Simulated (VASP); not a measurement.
# Cs: single point with r2SCAN

Crystal: Cs.

```
Cs
1.0
     0.00000    3.68569    3.68569
     3.68569    0.00000    3.68569
     3.68569    3.68569    0.00000
Cs
1
Cartesian
  0.0000 0.0000 0.0000
```

This isn't the form of Cs at room conditions, which is bcc.

```json
{
  "Program": "VASP 6.6.1",
  "Task": "single point",
  "Functional": "r2SCAN",
  "Potentials or basis": "VASP PAW PBE potentials, release 64 (Cs_sv)",
  "Cutoff": "520 eV",
  "k mesh": "10 × 10 × 10",
  "Occupations": "gaussian, width 0.05 eV",
  "Spin": "no spin polarisation"
}
```

| Property | Result |
| --- | --- |
| Pressure | 0.6 GPa |
| Band gap on the k mesh | zero (an odd number of electrons rules out a gap without spin polarisation) |

Levels at points of the mesh, in eV from the Fermi level:
| k point | band 3 | band 4 | band 5 | band 6 | band 7 | band 8 |
| --- | --- | --- | --- | --- | --- | --- |
| (0.00, 0.00, 0.00) | -11.07 | -11.07 | -1.90 | 2.80 | 2.80 | 2.80 |
| (0.50, 0.00, 0.00) | -11.10 | -11.10 | 0.01 | 0.84 | 2.60 | 2.60 |
| (0.50, 0.50, 0.00) | -11.15 | -11.15 | 0.14 | 1.04 | 1.73 | 4.80 |

It took 4.8 min on 1 thread of Intel Xeon 8259CL, on a shared host, peak memory 0.27 GiB.

Caveat: the PAW data sets were made with another functional, which shifts forces and pressure a little; spin-orbit coupling is left out, which moves the levels of the heavy elements.
